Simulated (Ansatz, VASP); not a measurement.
# One calculation of W, two programs

```
CELL_PARAMETERS angstrom
-1.58234 1.58234 1.58234
1.58234 -1.58234 1.58234
1.58234 1.58234 -1.58234
ATOMIC_POSITIONS crystal
W 0.00000 0.00000 0.00000
```

Alike in both runs: functional PBE; dispersion D4; k mesh 12 × 12 × 12; occupations methfessel-paxton of order 1, width 0.1 eV; non-collinear spin.

|  | VASP | Ansatz |
| --- | --- | --- |
| version | VASP 6.6.1 | Ansatz 0.2.0 |
| potentials or method | VASP PAW PBE potentials, release 64 (W_sv) | SG15 NC |
| plane-wave cutoff (eV) | 520 | 816 |
| valence electrons in the cell | 14 | 28 |
| task | single point | electron localisation function |

```tsv
	VASP	Ansatz	Ansatz less VASP
gap on the k mesh at the Fermi level (eV)	none	none	-
pressure (GPa)	-0.3	-0.5	-0.20
net moment per atom (μB)	0.00	0.00	0.000
```

A gap of «none» marks a metal or a gap that the smearing closes. VASP's potentials hold 14 valence electrons a cell and Ansatz's 28, so a difference there can come from the potentials and not from the codes.

Neither program's run includes spin-orbit coupling.
